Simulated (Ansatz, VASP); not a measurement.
## One calculation of YTe, two programs

```
Y Te
1.0
     0.00000    2.98655    3.04750
     2.98655    0.00000    3.04750
     2.98655    2.98655    0.00000
Y Te
1 1
Direct
  0.00000 0.00000 0.00000
  0.50000 0.50000 0.50000
```

Change from the starting cell: equal xx and yy strain of -2 %, crystal datasets.

Alike in both runs: task electric field gradients; functional PBEsol; k mesh 12 × 12 × 12; occupations fermi-dirac, width 0.05 eV; no spin polarisation.

|  | VASP | Ansatz |
| --- | --- | --- |
| version | VASP 6.6.1 | Ansatz 0.2.0 |
| potentials or method | VASP PAW PBE potentials, release 64 (Y_sv, Te), cutoff 520 eV | all-electron PAW with datasets made for the crystal, scalar-relativistic |

```csv
,VASP,Ansatz,Ansatz less VASP
pressure (GPa),2.6,2.5,-0.04
"traceless stress, the component that is largest in VASP (GPa)",-2.57,-2.57,+0.001
size of Vzz on the site where it differs most (V/Å²),16.5,18.0,+1.45
```

VASP's potentials were made for PBE, not for PBEsol. Ansatz ran all-electron here, and VASP with PAW potentials.

Neither program's run includes spin-orbit coupling.
